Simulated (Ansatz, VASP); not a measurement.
**Two plane-wave programs on AlN**

```
Al N
1.0
     3.08874    0.00000    0.00000
    -1.54437    2.67493    0.00000
     0.00000    0.00000    4.94377
Al N
2 2
Direct
  0.31663 0.66667 0.00152
  0.68337 0.33333 0.50152
  0.34824 0.66667 0.38348
  0.65176 0.33333 0.88348
```

Change from the starting cell: mode 4 frozen in at -0.052 Å and mode 5 at +0.000 Å (largest displacements).

Alike in both runs: task single point; functional LDA; k mesh 9 × 9 × 6; occupations gaussian, width 0.05 eV; no spin polarisation.

|  | VASP | Ansatz |
| --- | --- | --- |
| version | VASP 6.6.1 | Ansatz 0.2.0 |
| potentials or method | VASP PAW LDA potentials, release 64 (Al, N), cutoff 520 eV | scalar-relativistic, plane waves, PAW |
| valence electrons in the cell | 16 | 16 |

```csv
,VASP,Ansatz,Ansatz less VASP
gap on the k mesh at the Fermi level (eV),4.39,4.39,-0.005
least direct gap on the mesh (eV),4.39,4.39,-0.005
pressure (GPa),0.5,-0.1,-0.59
"traceless stress, the component that is largest in VASP (GPa)",-0.16,-0.17,-0.014
rms of the force components (eV/Å),0.133,0.133,+0.0001
```

LDA's correlation is that of Perdew and Zunger in VASP and of Perdew and Wang (1992) in Ansatz. Atom by atom the forces differ by 0.001 eV/Å (rms over components).
